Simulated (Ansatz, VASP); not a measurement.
**One calculation of Nb, two programs**

Contents of INCAR:

```
PREC = Accurate
ENCUT = 500
EDIFF = 1E-6
ISMEAR = 0
SIGMA = 0.016
LREAL = False
LASPH = True
NELM = 120
ALGO = Normal
ISIF = 2
LWAVE = False
LCHARG = False
GGA = PE
NBANDS = 12
GGA_COMPAT = False
```

Contents of KPOINTS:

```
Automatic mesh
0
Gamma
  11 11 11
```

File POSCAR:

```
Nb
1.0
   -1.6639500000      1.6639500000      1.6639500000
    1.6639500000     -1.6639500000      1.6639500000
    1.6639500000      1.6639500000     -1.6639500000
Nb
1
Direct
    0.0000000000      0.0000000000      0.0000000000
```

The input input.yaml:

```yaml
crystal:
  lattice:
    - [-1.66395, 1.66395, 1.66395]
    - [1.66395, -1.66395, 1.66395]
    - [1.66395, 1.66395, -1.66395]
  atoms:
    - { symbol: Nb, position: [0.0, 0.0, 0.0] }
kpoints:
  mp_grid: { grid: [11, 11, 11] }
scf:
  occupations: { method: gaussian, width: 0.016 }
hamiltonian:
  xc: pbe
  pseudopotentials: { kind: all_electron, lapw: { basis_error: 0.001 } }
output:
  forces: true
  stress: true
  eigenvalues: true
```

Alike in both runs: task single point; functional PBE; k mesh 11 × 11 × 11; occupations gaussian, width 0.016 eV; no spin polarisation.

|  | VASP | Ansatz |
| --- | --- | --- |
| version | VASP 6.6.1 | Ansatz 0.2.0 |
| potentials or method | VASP PAW PBE potentials, release 64 (Nb_sv), cutoff 500 eV | all-electron LAPW, scalar-relativistic |

VASP gave:

- gap on the k mesh at the Fermi level (eV): none
- pressure (GPa): -2.1

Problem. Estimate Ansatz's values.

Solution. gap on the k mesh at the Fermi level (eV): none; pressure (GPa): -1.7.

A gap of «none» marks a metal or a gap that the smearing closes. Ansatz ran all-electron here, and VASP with PAW potentials.
